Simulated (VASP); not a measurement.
# C in VASP: further runs, part 3 of 3

VASP 6.6.1. Earlier steps stand in the parts before.

### Step 5. Relaxation of the atoms, PBE+D3(BJ)

INCAR

```
PREC     = Accurate       # precision mode
ENCUT    = 520            # plane-wave cutoff, eV
EDIFF    = 1E-6           # SCF threshold, eV
ISMEAR   = 0              # smearing method
SIGMA    = 0.05           # smearing width, eV
LREAL    = False          # projectors in reciprocal space
LASPH    = True           # aspherical terms in the spheres
NELM     = 60             # most SCF steps
ALGO     = Normal         # electronic algorithm
ISIF     = 2              # what is computed and relaxed
LWAVE    = False          # write WAVECAR
LCHARG   = False          # write CHGCAR
LDIPOL   = True         
IDIPOL   = 3            
DIPOL    = 0.5 0.5 0.500
GGA      = PE             # functional
IVDW     = 12             # dispersion correction
IBRION   = 2              # ionic algorithm
NSW      = 60             # ionic steps
EDIFFG   = -0.04          # ionic threshold
```

KPOINTS

```
regular mesh
0
Gamma
  12 12 1
```

POSCAR

```
C
1.0
    2.4656726626      0.0000000029      0.0000000000
   -1.2328363338      2.1353351617      0.0000000000
    0.0000000000      0.0000000000     20.0000416924
C
2
Direct
    0.6666666667      0.3333333333      0.5000010423
    0.3333333333      0.6666666667      0.4999989577
```

Potentials or basis: VASP PAW PBE potentials, release 64 (C).

Command:

```
$ cat potpaw_PBE.64/C/POTCAR > POTCAR
$ mpirun -np 1 vasp_std > vasp.out
```

OUTCAR:

```text
PREC = Accurate
   ENCUT = 520
   EDIFF = 1E-6
   ISMEAR = 0
   LREAL = False
   LASPH = True
   NELM = 60
   ISIF = 2
   GGA = PE
   IVDW = 12
   IBRION = 2
   NSW = 60
   EDIFFG = -0.04
 IVDW          = 12

 ion  position               nearest neighbor table
   1  0.667  0.333  0.500-   2 1.42   2 1.42   2 1.42
   2  0.333  0.667  0.500-   1 1.42   1 1.42   1 1.42

  LATTYP: Found a hexagonal cell.
 ALAT       =     2.4656726626
 C/A-ratio  =     8.1113936962

  Lattice vectors:

 A1 = (   2.4656726626,   0.0000000029,   0.0000000000)
 A2 = (  -1.2328363338,   2.1353351617,   0.0000000000)
 A3 = (   0.0000000000,   0.0000000000,  20.0000416924)

Analysis of symmetry for initial positions (statically):
=====================================================================
 Subroutine PRICEL returns:
 Original cell was already a primitive cell.

 Routine SETGRP: Setting up the symmetry group for a
 hexagonal supercell.

 Subroutine GETGRP returns: Found 24 space group operations
 (whereof 24 operations were pure point group operations)
 out of a pool of 24 trial point group operations.

The static configuration has the point symmetry D_6h.

Analysis of symmetry for dynamics (positions and initial velocities):
=====================================================================
 Subroutine PRICEL returns:
 Original cell was already a primitive cell.

 Routine SETGRP: Setting up the symmetry group for a
 hexagonal supercell.

 Subroutine GETGRP returns: Found 24 space group operations
 (whereof 24 operations were pure point group operations)
 out of a pool of 24 trial point group operations.

The dynamic configuration has the point symmetry D_6h.

 Subroutine INISYM returns: Found 24 space group operations
 (whereof 24 operations are pure point group operations),
 and found     1 'primitive' translations

----------------------------------------------------------------------------------------

                                     Primitive cell

  volume of cell :     105.3010

  direct lattice vectors                    reciprocal lattice vectors
     2.465672663  0.000000003  0.000000000     0.405568839  0.234155279  0.000000000
    -1.232836334  2.135335162  0.000000000    -0.000000001  0.468310557  0.000000000
     0.000000000  0.000000000 20.000041692     0.000000000  0.000000000  0.049999896

  length of vectors
     2.465672663  2.465672663 20.000041692     0.468310557  0.468310557  0.049999896

  position of ions in fractional coordinates (direct lattice)
     0.666666667  0.333333333  0.500001042
     0.333333333  0.666666667  0.499998958

  ion indices of the primitive-cell ions
   primitive index   ion index
                 1           1
                 2           2

----------------------------------------------------------------------------------------

 KPOINTS: regular mesh

Automatic generation of k-mesh.
 Grid dimensions read from file:
[... 25 lines left out ...]
  0.250000  0.000000  0.000000      6.000000
  0.333333  0.000000  0.000000      6.000000
  0.416667  0.000000  0.000000      6.000000
[... 11 lines left out ...]
  0.333333  0.250000  0.000000     12.000000
  0.333333  0.333333  0.000000      2.000000
   k-points           NKPTS =     19   k-points in BZ     NKDIM =     19   number of bands    NBANDS=      8
   number of dos      NEDOS =    301   number of ions     NIONS =      2
   total plane-waves  NPLWV =  48600
   dimension x,y,z NGX =    18 NGY =   18 NGZ =  150
   dimension x,y,z NGXF=    36 NGYF=   36 NGZF=  300
   ions per type =               2
   NGX,Y,Z   is equivalent  to a cutoff of  12.14, 12.14, 12.47 a.u.
   NGXF,Y,Z  is equivalent  to a cutoff of  24.27, 24.27, 24.94 a.u.
 SYSTEM =  unknown system
   PREC   = accura    normal or accurate (medium, high low for compatibility)
   ISTART =      0    job   : 0-new  1-cont  2-samecut
   ICHARG =      2    charge: 1-file 2-atom 10-const
   ISPIN  =      1    spin polarized calculation?
   LNONCOLLINEAR =      F non collinear calculations
   LSORBIT =      F    spin-orbit coupling
   LASPH  =      T    aspherical Exc in radial PAW
   ENCUT  =  520.0 eV  38.22 Ry    6.18 a.u.   4.58  4.58 37.19*2*pi/ulx,y,z
   NELM   =     60;   NELMIN=  2; NELMDL= -5     # of ELM steps
   EDIFF  = 0.1E-05   stopping-criterion for ELM
   LREAL  =      F    real-space projection
   EDIFFG = -.4E-01   stopping-criterion for IOM
   NSW    =     60    number of steps for IOM
   IBRION =      2    ionic relax: 0-MD 1-quasi-New 2-CG
   NFREE  =      1    steps in history (QN), initial steepest desc. (CG)
   ISIF   =      2    stress and relaxation
   ISYM   =      2    0-nonsym 1-usesym 2-fastsym
   POTIM  = 0.5000    time-step for ionic-motion
   TEBEG  =    0.0;   TEEND  =   0.0 temperature during run
   PSTRESS=    0.0 pullay stress
   NELECT =       8.0000    total number of electrons
   NUPDOWN=      -1.0000    fix difference up-down
   EMIN   =  10.00;   EMAX   =-10.00  energy-range for DOS
   EFERMI =   0.00;   METHOD = LEGACY
   ISMEAR =     0;   SIGMA  =   0.05  broadening in eV -4-tet -1-fermi 0-gaus
   EFERMI_NEDOS =   21; number of points for ismear=-14 and -15
   IALGO  =     38    algorithm
   IMIX   =      4    mixing-type and parameters
     AMIX     =   0.40;   BMIX     =  1.00
     AMIX_MAG =   1.60;   BMIX_MAG =  1.00
  volume/ion in A,a.u.               =      52.65       355.30
  Fermi-wavevector in a.u.,A,eV,Ry     =   0.693363  1.310266  6.541033  0.480752
  Thomas-Fermi vector in A             =   1.775555
   LORBIT       =      0    0 simple, 1 ext, 2 COOP (PROOUT), +10 PAW based schemes
   GGA     = PE    functional components
   LHFCALC =     F    Hartree Fock is set to
   AEXX    =    0.0000 exact exchange contribution
   IVDW    =    12    specifies the selected vdW correction
   LEPSILON=     F    determine dielectric tensor
   LRPA    =     F    only Hartree local field effects (RPA)
 conjugate gradient relaxation of ions
 non-spin polarized calculation
 Gauss-broadening in eV      SIGMA  =   0.05
  energy-cutoff  :      520.00
  volume of cell :      105.30
 maximum number of plane-waves:      2870
   NGX =  9   NGY =  9   NGZ = 75

 number of electron       7.9999997 magnetization

 dipolmoment           0.000000      0.000000     -0.000000 electrons x Angstroem

 Free energy of the ion-electron system (eV)
  ---------------------------------------------------
  ext. energy  EPLUGINS =         0.00000000
  ---------------------------------------------------
  free energy    TOTEN  =       -18.44518236 eV

  energy without entropy =      -18.44439876  energy(sigma->0) =      -18.44479056

 E-fermi :  -2.7414     XC(G=0):  -2.1820

 val. band max:       -2.7413669228   @ k =   0.3333   0.3333   0.0000
 cond. band min:      -2.7413669184   @ k =   0.3333   0.3333   0.0000
 fundamental gap:      0.0000000044
 Fermi energy:        -2.7413669207

 k-point     1 :       0.0000    0.0000    0.0000
  band No.  band energies     occupation
      1     -22.2670      2.00000
      2     -10.3612      2.00000
      3      -5.7873      2.00000
      4      -5.7873      2.00000
      5       0.5168      0.00000
      6       1.3073      0.00000
      7       1.6357      0.00000
      8       2.5817      0.00000
[... 188 lines left out ...]
 k-point    19 :       0.3333    0.3333    0.0000
  band No.  band energies     occupation
      1     -15.3430      2.00000
      2     -15.3430      2.00000
      3     -13.3036      2.00000
      4      -2.7414      1.00000
      5      -2.7414      1.00000
      6       7.8690      0.00000
      7      10.1376      0.00000
      8      10.1376      0.00000

------------------------ aborting loop because EDIFF is reached ----------------------------------------

 vacuum level on the upper side and lower side of the slab       (xc-potential included)        -0.187        -0.187

 Edisp (eV)   -0.17723

 E8    (eV) :    -0.0555

  FORCE on cell =-STRESS in cart. coord.  units (eV):
  Direction    XX          YY          ZZ          XY          YZ          ZX
  --------------------------------------------------------------------------------------
  -------------------------------------------------------------------------------------
  Total       0.08723     0.08723    -0.01134     0.00000    -0.00000    -0.00000
  in kB       1.32726     1.32726    -0.17248     0.00000    -0.00000    -0.00000
  external pressure =        0.83 kB  Pullay stress =        0.00 kB

 VOLUME and BASIS-vectors are now :
 -----------------------------------------------------------------------------
  energy-cutoff  :      520.00
  volume of cell :      105.30
      direct lattice vectors                 reciprocal lattice vectors
     2.465672663  0.000000003  0.000000000     0.405568839  0.234155279  0.000000000
    -1.232836334  2.135335162  0.000000000    -0.000000001  0.468310557  0.000000000
     0.000000000  0.000000000 20.000041692     0.000000000  0.000000000  0.049999896

 POSITION                                       TOTAL-FORCE (eV/Angst)
 -----------------------------------------------------------------------------------
      1.23284      0.71178     10.00004        -0.000000      0.000000     -0.000000
     -0.00000      1.42356     10.00000         0.000000     -0.000000      0.000000
 -----------------------------------------------------------------------------------
    total drift:                                0.000000     -0.000000     -0.000000

  FREE ENERGIE OF THE ION-ELECTRON SYSTEM (eV)
  ---------------------------------------------------
  free  energy   TOTEN  =       -18.6224141576 eV

  energy  without entropy=      -18.6216305610  energy(sigma->0) =      -18.62202236

 reached required accuracy - stopping structural energy minimisation

 vacuum level on the upper side and lower side of the slab         1.412         1.412
```

Wall time 32 s (1 thread of Intel Xeon 8259CL, shared host); peak memory 0.2 GiB.

What came out:

```
Free energy                : -18.6224 eV
Band gap on the k mesh     : zero (filled and empty bands touch)
Dispersion energy per atom : -0.089 eV
```

Final structure:
```cif
data_structure
_symmetry_space_group_name_H-M 'P 1'
_symmetry_Int_Tables_number 1
_cell_length_a 2.4657
_cell_length_b 2.4657
_cell_length_c 20.0000
_cell_angle_alpha 90.000
_cell_angle_beta 90.000
_cell_angle_gamma 120.000
_cell_volume 105.30
loop_
_atom_site_label
_atom_site_type_symbol
_atom_site_fract_x
_atom_site_fract_y
_atom_site_fract_z
_atom_site_occupancy
C1 C 0.66667 0.33333 0.50000 1
C2 C 0.33333 0.66667 0.50000 1
```

Caveat: the relaxation stopped at its first step, so nothing moved.

### Step 6. The runs side by side

| task | cell | k mesh | gap on the mesh (eV) |
| --- | --- | --- | --- |
| single point | a = 2.466, b = 2.466, c = 20.000 Å, angles 90.0, 90.0, 120.0°, 2 atoms | 12 × 12 × 1 | none |
| single point | a = 2.466, b = 2.466, c = 20.054 Å, angles 90.0, 90.0, 120.0°, 2 atoms | 15 × 15 × 1 | none |
| single point | a = 2.466, b = 2.466, c = 20.000 Å, angles 90.0, 90.0, 120.0°, 2 atoms | 48 × 48 × 1 | none |
| relaxation of the atoms | atoms relaxed from a = 2.466, b = 2.466, c = 20.000 Å, angles 90.0, 90.0, 120.0°, 2 atoms | 12 × 12 × 1 | none |

Alike in all rows: level PBE+D3(BJ); potentials or basis VASP PAW PBE potentials, release 64 (C); no spin polarisation; cutoff (eV) 520; smearing gaussian 0.05 eV.

Caveats: the relaxation stopped at its first step, so nothing moved (at least some runs).

Total energies depend on the potentials used, so only differences within one code and one set of settings carry meaning.
